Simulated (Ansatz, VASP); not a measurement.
## One calculation of KCl, two programs

INCAR

```
SYSTEM = KCl
PREC = Accurate
ENCUT = 400
EDIFF = 1E-8
ISMEAR = -1
SIGMA = 0.03
LREAL = .FALSE.
LASPH = .TRUE.
NELM = 120
ALGO = Normal
ISIF = 2
LWAVE = .FALSE.
LCHARG = .FALSE.
GGA = PE
LEFG = .TRUE.
NBANDS = 15
GGA_COMPAT = .FALSE.
```

KPOINTS

```
Automatic mesh
0
G
  7 7 7
  0 0 0
```

The input POSCAR:

```
KCl
1.0
    0.0000000000      3.1134447711      3.1134447711
    3.1134447711      0.0000000000      3.1134447711
    3.1134447711      3.1134447711      0.0000000000
K Cl
1 1
Direct
    0.0000000000      0.0000000000      0.0000000000
    0.5000000000      0.5000000000      0.5000000000
```

Input for Ansatz:

```yaml
crystal:
  lattice:
    - [0.0, 3.1134447711, 3.1134447711]
    - [3.1134447711, 0.0, 3.1134447711]
    - [3.1134447711, 3.1134447711, 0.0]
  atoms:
    - { symbol: K, position: [0.0, 0.0, 0.0] }
    - { symbol: Cl, position: [0.5, 0.5, 0.5] }
kpoints:
  mp_grid: { grid: [7, 7, 7] }
scf:
  occupations: { method: fermi_dirac, width: 0.03 }
hamiltonian:
  xc: pbe
  pseudopotentials: { kind: all_electron, datasets: crystal }
output:
  forces: true
  stress: true
  eigenvalues: true
  efg: { contact_densities: true }
```

Change from the starting cell: volume scaled by 0.96, crystal datasets.

Alike in both runs: task electric field gradients; functional PBE; k mesh 7 × 7 × 7; occupations fermi-dirac, width 0.03 eV; no spin polarisation.

|  | VASP | Ansatz |
| --- | --- | --- |
| version | VASP 6.6.1 | Ansatz 0.2.0 |
| potentials or method | VASP PAW PBE potentials, release 64 (K_sv, Cl), cutoff 400 eV | all-electron PAW with datasets made for the crystal, scalar-relativistic |

```tsv
	VASP	Ansatz	Ansatz less VASP
gap on the k mesh at the Fermi level (eV)	5.30	5.30	+0.003
pressure (GPa)	1.5	1.4	-0.04
```

Ansatz ran all-electron here, and VASP with PAW potentials.
